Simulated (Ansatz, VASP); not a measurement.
## YN: VASP beside Ansatz

The input POSCAR:

```
YN
1.0
    0.0000000000      2.4480481427      2.4235676612
    2.4480481427      0.0000000000      2.4235676612
    2.4480481427      2.4480481427      0.0000000000
Y N
1 1
Direct
    0.0000000000      0.0000000000      0.0000000000
    0.5000000000      0.5000000000      0.5000000000
```

The input INCAR.step1:

```
SYSTEM = YN
PREC     = Accurate       ! precision mode
ENCUT    = 520            ! plane-wave cutoff, eV
EDIFF    = 1E-5           ! SCF threshold, eV
ISMEAR   = -1             ! smearing method
SIGMA    = 0.02           ! smearing width, eV
LREAL    = .False.        ! projectors in reciprocal space
LASPH    = .True.         ! aspherical terms in the spheres
NELM     = 120            ! most SCF steps
ALGO     = Normal         ! electronic algorithm
ISIF     = 2              ! what is computed and relaxed
LWAVE    = .True.         ! write WAVECAR
LCHARG   = .False.        ! write CHGCAR
GGA      = PE             ! functional
NBANDS   = 15             ! bands
GGA_COMPAT= .False.
```

Contents of INCAR.step2:

```
SYSTEM = YN
PREC     = Accurate       ! precision mode
ENCUT    = 520            ! plane-wave cutoff, eV
EDIFF    = 1E-6           ! SCF threshold, eV
ISMEAR   = -1             ! smearing method
SIGMA    = 0.02           ! smearing width, eV
LREAL    = .False.        ! projectors in reciprocal space
LASPH    = .True.         ! aspherical terms in the spheres
NELM     = 120            ! most SCF steps
ALGO     = Normal         ! electronic algorithm
ISIF     = 2              ! what is computed and relaxed
LWAVE    = .False.        ! write WAVECAR
LCHARG   = .False.        ! write CHGCAR
GGA      = PE             ! functional
LHFCALC  = .True.         ! exact exchange
HFSCREEN = 0.2079         ! screening, 1/A
PRECFOCK = Normal       
ISTART   = 1            
NBANDS   = 15             ! bands
GGA_COMPAT= .False.
```

The input KPOINTS:

```
Automatic mesh
0
Gamma
  6 6 6
  0 0 0
```

Input for Ansatz:

```yaml
crystal:
  lattice:
    - [0.0, 2.4480481427, 2.4235676612]
    - [2.4480481427, 0.0, 2.4235676612]
    - [2.4480481427, 2.4480481427, 0.0]
  atoms:
    - { symbol: "Y", position: [0.0, 0.0, 0.0] }
    - { symbol: "N", position: [0.5, 0.5, 0.5] }
kpoints:
  mp_grid: { grid: [6, 6, 6] }
  band_path:
    path:
      - [0.0, 0.0, 0.0]
      - [0.5, 0.0, 0.5]
      - [0.625, 0.25, 0.625]
      - [0.375, 0.375, 0.75]
      - [0.5, 0.5, 0.5]
      - [0.5, 0.25, 0.75]
      - [0.5, 0.5, 0.0]
    npoints: 1
hamiltonian:
  xc: hse06
scf:
  occupations: { method: fermi_dirac, width: 0.02 }
  n_extra_bands: 4
output:
  forces: true
  stress: true
  eigenvalues: true
```

Change from the starting cell: uniaxial_z strain -1.0%.

Alike in both runs: task single point; functional HSE06; k mesh 6 × 6 × 6; occupations fermi-dirac, width 0.02 eV; no spin polarisation.

|  | VASP | Ansatz |
| --- | --- | --- |
| version | VASP 6.6.1 | Ansatz 0.2.0 |
| potentials or method | VASP PAW PBE potentials, release 64 (Y_sv, N) | plane waves, PAW |
| plane-wave cutoff (eV) | 520 | 420 |
| valence electrons in the cell | 16 | 16 |

|  | VASP | Ansatz | Ansatz less VASP |
| --- | --- | --- | --- |
| gap on the k mesh at the Fermi level (eV) | 1.03 | 1.04 | 0.000 |
| pressure (GPa) | 0.0 | 0.3 | +0.37 |
| traceless stress, the component that is largest in VASP (GPa) | 1.67 | 1.68 | +0.011 |

Ansatz's warnings: stress exchange threshold loose, stress scf threshold loose.
